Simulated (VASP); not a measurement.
## AlN: single point with PBE

AlN:

```
Al N
1.0
     2.47337    0.00000    0.00000
     0.00000    2.47337    0.00000
     0.00000    0.00000    2.47337
Al N
1 1
Direct
  0.00000 0.00000 0.00000
  0.50000 0.50000 0.50000
```

```yaml
Program: VASP 6.6.1
Task: single point
Functional: PBE
Potentials_or_basis: VASP PAW PBE potentials, release 64 (Al, N)
Cutoff: 600 eV
k_mesh: 8 × 8 × 8
Occupations: gaussian, width 0.05 eV
Spin: no spin polarisation
```

| Property | Result |
| --- | --- |
| Pressure | 44.2 GPa |
| Band gap on the k mesh | zero (band 4 reaches 13.35 eV, above the bottom of band 5 at 12.66 eV) |

Levels at points of the mesh, in eV from the Fermi level:
```
           k point  band 2  band 3  band 4  band 5  band 6  band 7
(0.00, 0.00, 0.00)   -1.88   -1.88   -1.88    2.63    6.06    6.06
(0.50, 0.00, 0.00)  -11.56   -0.72   -0.72    6.02    9.07   10.26
(0.50, 0.50, 0.00)   -8.48   -8.48   -1.44    0.55   11.00   11.00
(0.50, 0.50, 0.50)   -6.02   -6.02   -6.02    1.47    1.47    1.47
```

Wall time 10 s on 1 thread of Intel Xeon 8259CL (shared host), peak memory 0.12 GiB.
